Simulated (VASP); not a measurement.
Wanted: the native input for a VASP 6.6.1 run.

```yaml
Task: single point
Functional: PBE
Potentials_or_basis: VASP PAW PBE potentials, release 64 (Si)
Cutoff: 520 eV
k_mesh: 2 × 2 × 2
Occupations: gaussian, width 0.02 eV
Spin: no spin polarisation
Dipole_correction: no
Further_INCAR_settings: LREAL = Auto; ALGO = Normal; EDIFF = 1e-06; NBANDS = 48
```

The structure of Si (a cell with a defect) lies in POSCAR:

```
Si
1.0
    0.0000000000      5.4300000000      5.4300000000
    5.4300000000      0.0000000000      5.4300000000
    5.4300000000      5.4300000000      0.0000000000
Si
17
Direct
    0.0003408840     -0.0010040516      0.0003246777
    0.1221194291      0.1281382136      0.1217859116
   -0.0056392265      0.0018767956      0.5018756906
    0.1219866483      0.1280846225      0.6280023020
    0.0004829650      0.5004293738      0.0004553407
    0.1248657459      0.6251837937      0.1250515654
    0.0004063536      0.5003641805      0.4988264273
    0.1222162983      0.6216483425      0.6281179558
    0.5022457643      0.0022488950     -0.0067380295
    0.6279467772      0.1281508287      0.1218145488
    0.5019533149      0.0019422652      0.5019400552
    0.6257605893      0.1239537753      0.6247119705
    0.4985901473      0.5004435543      0.0004709945
    0.6280916206      0.6217802026      0.1220135359
    0.5025108656      0.4924674033      0.5025121547
    0.6280101289      0.6216745856      0.6281333333
    0.3757836096      0.8738988950      0.3747186004
```

The input as run:

INCAR

```
SYSTEM = Si
ALGO     = Normal         ! electronic algorithm
EDIFF    = 1E-6           ! SCF threshold, eV
ENCUT    = 520            ! plane-wave cutoff, eV
GGA      = PE             ! functional
ISIF     = 2              ! what is computed and relaxed
ISMEAR   = 0              ! smearing method
LASPH    = .TRUE.         ! aspherical terms in the spheres
LCHARG   = .FALSE.        ! write CHGCAR
LREAL    = Auto         
LWAVE    = .FALSE.        ! write WAVECAR
NBANDS   = 48             ! bands
NELM     = 100            ! most SCF steps
PREC     = Accurate       ! precision mode
SIGMA    = 0.02           ! smearing width, eV
```

KPOINTS

```
k-points
0
G
  2 2 2
  0 0 0
```

Potentials or basis: VASP PAW PBE potentials, release 64 (Si).

The run is started by

```bash
$ cat potpaw_PBE.64/Si/POTCAR > POTCAR
$ mpirun -np 1 vasp_std > vasp.out
```

Results of the run:

- Pressure: 5.3 GPa
- Largest force: 0.018 eV/Å
- Band gap on the k mesh: zero (bands 34 and 35 overlap by 0.25 eV)

Caveat: the k points lie up to 0.50 Å⁻¹ apart.

Run time: 2.9 min on 1 thread of AMD EPYC 9R45 96-Core Processor (Zen 5), on a shared host, peak memory 0.44 GiB.
